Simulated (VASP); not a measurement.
Cl:

```
CELL_PARAMETERS angstrom
3.12389 -2.23490 0.00000
3.12389 2.23490 0.00000
0.00000 0.00000 8.15490
ATOMIC_POSITIONS crystal
Cl 0.37000 0.63000 0.40000
Cl 0.13000 0.87000 0.90000
Cl 0.63000 0.37000 0.60000
Cl 0.87000 0.13000 0.10000
```

Base run:

```yaml
Program: VASP 6.6.1
Functional: PBEsol
Potentials_or_basis: VASP PAW PBE potentials, release 64 (Cl)
Cutoff: 520 eV
k_mesh: 7 × 7 × 4
Occupations: fermi-dirac, width 0.05 eV
Spin: no spin polarisation
```

Its results: band gap on the k mesh 2.55 eV (least direct gap 2.61 eV); pressure -0.6 GPa; largest force 0.112 eV/Å.

Problem. The run is repeated on the same cell with these changes: functional from PBEsol to r2SCAN; further incar settings from ALGO = Normal; EDIFF = 1e-07; NBANDS = 22 to ALGO = Normal; EDIFF = 1e-06; NBANDS = 22. What comes out?

Solution. Band gap on the k mesh 2.97 eV (least direct gap 3.03 eV); pressure -0.5 GPa; largest force 0.162 eV/Å.

Caveats: the PAW data sets were made with another functional, which shifts forces and pressure a little; an odd mesh through Γ misses points on the zone boundary, where band edges can lie; this functional lacks dispersion, which holds the molecules together, so the pressure and a relaxed volume are unreliable (at least some runs).
